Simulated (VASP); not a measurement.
# NdAs3Pb2 (P6/mmm) in VASP: further runs, part 2 of 2

VASP 6.6.1.

### 3 Single point, PBE

This run uses another cell than the first one, of 27.15 Å³/atom.

INCAR reads:

```
ALGO     = Normal         # electronic algorithm
EDIFF    = 1E-6           # SCF threshold, eV
ENCUT    = 500            # plane-wave cutoff, eV
GGA      = PE             # functional
GGA_COMPAT= False        
ISIF     = 2              # what is computed and relaxed
ISMEAR   = 0              # smearing method
LASPH    = True           # aspherical terms in the spheres
LCHARG   = False          # write CHGCAR
LMAXMIX  = 6              # l up to which the mixer works
LREAL    = False          # projectors in reciprocal space
LWAVE    = False          # write WAVECAR
NBANDS   = 36             # bands
NELM     = 200            # most SCF steps
PREC     = Accurate       # precision mode
SIGMA    = 0.1            # smearing width, eV
```

KPOINTS reads:

```
k-points
0
Gamma
  6 6 2
```

POSCAR reads:

```
NdAs3Pb2
1.0
    5.5146731295      0.0000000000      0.0000000000
   -2.7573365648      4.7758470237      0.0000000000
    0.0000000000      0.0000000000      6.1841478447
Nd As Pb
1 3 2
Direct
    0.0000000000      0.0000000000      0.0000000000
    0.3333333333      0.6666666667      0.0000000000
    0.6666666667      0.3333333333      0.0000000000
    0.0000000000      0.0000000000      0.5000000000
    0.3333333333      0.6666666667      0.5000000000
    0.6666666667      0.3333333333      0.5000000000
```

Potentials or basis: VASP PAW PBE potentials, release 64 (Nd_3, As, Pb_d), 4f in core.

Command:

```
$ cat potpaw_PBE.64/Nd_3/POTCAR potpaw_PBE.64/As/POTCAR potpaw_PBE.64/Pb_d/POTCAR > POTCAR
$ mpirun -np 1 vasp_std > vasp.out
```

OUTCAR:

```text
EDIFF = 1E-6
   ENCUT = 500
   GGA = PE
   ISIF = 2
   ISMEAR = 0
   LASPH = True
   LREAL = False
   NELM = 200
   PREC = Accurate

 ion  position               nearest neighbor table
   1  0.000  0.000  0.000-   4 3.09   4 3.09   2 3.18   3 3.18   3 3.18   2 3.18   3 3.18   2 3.18

   2  0.333  0.667  0.000-   5 3.09   5 3.09   1 3.18   1 3.18   1 3.18
   3  0.667  0.333  0.000-   6 3.09   6 3.09   1 3.18   1 3.18   1 3.18
   4  0.000  0.000  0.500-   1 3.09   1 3.09   6 3.18   5 3.18   6 3.18   5 3.18   6 3.18   5 3.18

   5  0.333  0.667  0.500-   2 3.09   2 3.09   6 3.18   6 3.18   4 3.18   4 3.18   4 3.18   6 3.18

   6  0.667  0.333  0.500-   3 3.09   3 3.09   5 3.18   5 3.18   4 3.18   4 3.18   4 3.18   5 3.18

  LATTYP: Found a hexagonal cell.
 ALAT       =     5.5146731295
 C/A-ratio  =     1.1213988027

  Lattice vectors:

 A1 = (   5.5146731295,   0.0000000000,   0.0000000000)
 A2 = (  -2.7573365648,   4.7758470237,   0.0000000000)
 A3 = (   0.0000000000,   0.0000000000,   6.1841478447)

[... 170 lines left out ...]

 E-fermi :   5.2260     XC(G=0):  -9.9085

 val. band max:        5.1647404242   @ k =   0.3333  -0.0000   0.0000
 cond. band min:       5.2266440333   @ k =   0.3333  -0.0000   0.5000
 fundamental gap:      0.0619036092
 Fermi energy:         5.2259687054

 k-point     1 :       0.0000    0.0000    0.0000
  band No.  band energies     occupation
      1     -32.8159      2.00000
      2     -14.0106      2.00000
      3     -13.9054      2.00000
      4     -13.9054      2.00000
      5     -12.0754      2.00000
      6     -11.9470      2.00000
[... 535 lines left out ...]
     35       8.7661      0.00000
     36       9.2142      0.00000

------------------------ aborting loop because EDIFF is reached ----------------------------------------

  FORCE on cell =-STRESS in cart. coord.  units (eV):
  Direction    XX          YY          ZZ          XY          YZ          ZX
  --------------------------------------------------------------------------------------
  -------------------------------------------------------------------------------------
  Total        0.2173551      0.2173551      0.0779189     -0.0000000     -0.0000000     -0.0000000
  in kB        2.1381119      2.1381119      0.7664842     -0.0000000     -0.0000000     -0.0000000
  external PRESSURE =       1.6809027 kB  Pullay stress =       0.0000000 kB

 VOLUME and BASIS-vectors are now :
 -----------------------------------------------------------------------------
  energy-cutoff  :      500.00
  volume of cell :      162.87
      direct lattice vectors                 reciprocal lattice vectors
     5.514673130  0.000000000  0.000000000     0.181334410  0.104693471  0.000000000
    -2.757336565  4.775847024  0.000000000     0.000000000  0.209386941  0.000000000
     0.000000000  0.000000000  6.184147845     0.000000000  0.000000000  0.161703767

 POSITION                                       TOTAL-FORCE (eV/Angst)
 -----------------------------------------------------------------------------------
      0.00000      0.00000      0.00000        -0.000000      0.000000      0.000000
     -0.00000      3.18390      0.00000         0.000000     -0.000000      0.000000
      2.75734      1.59195      0.00000        -0.000000      0.000000     -0.000000
      0.00000      0.00000      3.09207        -0.000000      0.000000      0.000000
     -0.00000      3.18390      3.09207         0.000000      0.000000      0.000000
      2.75734      1.59195      3.09207        -0.000000      0.000000     -0.000000
 -----------------------------------------------------------------------------------
    total drift:                               -0.000000      0.000000      0.000000

  FREE ENERGIE OF THE ION-ELECTRON SYSTEM (eV)
  ---------------------------------------------------
  free  energy   TOTEN  =       -26.8034963437 eV

  energy  without entropy=      -26.7860641220  energy(sigma->0) =      -26.79478023
```

Run time: 94 s. Hardware: 1 thread of Intel Xeon Platinum 8259CL at 2.50GHz (Skylake/Cascade Lake), shared host; peak memory 0.3 GiB.

What came out:

```
Free energy            : -26.8035 eV
Pressure               : 0.2 GPa
Band gap on the k mesh : zero (bands 27 and 28 overlap by 0.82 eV)
```

Levels at points of the mesh, in eV from the Fermi level:
```
           k point  band 23  band 24  band 25  band 26  band 27  band 28  band 29  band 30  band 31  band 32
(0.00, 0.00, 0.00)    -2.36    -2.36    -1.56    -0.92    -0.92    -0.41     0.81     0.81     1.45     1.45
(0.50, 0.00, 0.00)    -2.65    -2.21    -0.92    -0.31    -0.08     0.80     1.08     1.50     2.66     2.70
(0.00, 0.00, 0.50)    -2.50    -2.50    -1.59    -1.59    -1.08     0.48     0.48     0.92     1.23     2.78
(0.50, 0.00, 0.50)    -2.03    -0.91    -0.21    -0.16     0.18     0.29     0.71     0.96     1.86     2.16
```

Caveat: the k points lie up to 0.51 Å⁻¹ apart, too coarse for converged energies and pressures of a metal; spin-orbit coupling is left out, which moves the levels of the heavy elements; the 4f electrons are frozen in the core, so they carry no moment and show no levels.

### 4 Single point, PBE

This run uses another cell than the first one, of 27.65 Å³/atom.

INCAR reads:

```
SYSTEM = NdAs3Pb2
ALGO = Normal ; EDIFF = 1E-6
ENCUT = 500 ; GGA = PE
GGA_COMPAT = .FALSE. ; ISIF = 2
ISMEAR = 0 ; LASPH = .TRUE.
LCHARG = .TRUE. ; LELF = .TRUE.
LMAXMIX = 6 ; LREAL = .FALSE.
LVHAR = .TRUE. ; LWAVE = .FALSE.
NBANDS = 36 ; NELM = 200
PREC = Accurate ; SIGMA = 0.1
```

KPOINTS reads:

```
k-points
0
G
  6 6 2
  0 0 0
```

POSCAR reads:

```
NdAs3Pb2
1.0
    4.9346125600      0.0000000000      0.0000000000
   -2.4673062800      4.2734998400      0.0000000000
    0.0000000000      0.0000000000      7.8665180800
Nd As Pb
1 3 2
Direct
    0.0000000000      0.0000000000      0.0000000000
    0.3333333300      0.6666666700      0.0000000000
    0.6666666700      0.3333333300      0.0000000000
    0.0000000000      0.0000000000      0.5000000000
    0.3333333300      0.6666666700      0.5000000000
    0.6666666700      0.3333333300      0.5000000000
```

Command:

```
$ cat potpaw_PBE.64/Nd_3/POTCAR potpaw_PBE.64/As/POTCAR potpaw_PBE.64/Pb_d/POTCAR > POTCAR
$ mpirun -np 1 vasp_std > vasp.out
```

Run time: 88 s. Hardware: 1 thread of Intel Xeon Platinum 8259CL at 2.50GHz (Skylake/Cascade Lake), shared host; peak memory 0.3 GiB.

It converged, with:

| Property | Result |
| --- | --- |
| Free energy | -23.5913 eV |
| Pressure | 13.4 GPa |
| Band gap on the k mesh | zero (bands 27 and 28 overlap by 0.86 eV) |

Stress tensor (GPa, compression positive):
```
22.87  0.00  0.00
 0.00 22.87  0.00
 0.00  0.00 -5.55
```

Levels at points of the mesh, in eV from the Fermi level:
```
           k point  band 23  band 24  band 25  band 26  band 27  band 28  band 29  band 30  band 31  band 32
(0.00, 0.00, 0.00)    -2.52    -2.52    -1.60    -1.60    -1.42     0.84     1.03     1.85     1.85     1.86
(0.50, 0.00, 0.00)    -2.62    -2.13    -0.57    -0.39     0.59     1.30     1.55     1.63     1.83     2.83
(0.00, 0.00, 0.50)    -2.57    -2.54    -2.54    -1.64    -1.64     1.33     1.74     1.80     1.80     2.04
(0.50, 0.00, 0.50)    -2.42    -1.99    -0.84    -0.57    -0.39     1.52     1.56     1.73     1.82     2.88
```

Caveat: the k points lie up to 0.40 Å⁻¹ apart, too coarse for converged energies and pressures of a metal; spin-orbit coupling is left out, which moves the levels of the heavy elements; the 4f electrons are frozen in the core, so they carry no moment and show no levels. Spin polarisation is off, so any magnetic state and its effect on volume and gap are missing.

### 5 Summary

| cell | k mesh | gap on the mesh (eV) | pressure (GPa) |
| --- | --- | --- | --- |
| a = 5.523, b = 5.523, c = 6.109 Å, angles 90.0, 90.0, 120.0°, 6 atoms | 6 × 6 × 4 | none | 0.1 |
| a = 5.515, b = 5.515, c = 6.184 Å, angles 90.0, 90.0, 120.0°, 6 atoms | 6 × 6 × 2 | none | 0.2 |
| a = 4.935, b = 4.935, c = 7.867 Å, angles 90.0, 90.0, 120.0°, 6 atoms | 6 × 6 × 2 | none | 13.4 |

Alike in all rows: task single point; level PBE; potentials or basis VASP PAW PBE potentials, release 64 (Nd_3, As, Pb_d), 4f in core; no spin polarisation; cutoff (eV) 500; smearing gaussian 0.1 eV.

Caveats: some runs use coarse meshes; spin-orbit coupling is left out, which moves the levels of the heavy elements; the 4f electrons are frozen in the core, so they carry no moment and show no levels.

Total energies depend on the potentials used, so only differences within one code and one set of settings carry meaning.
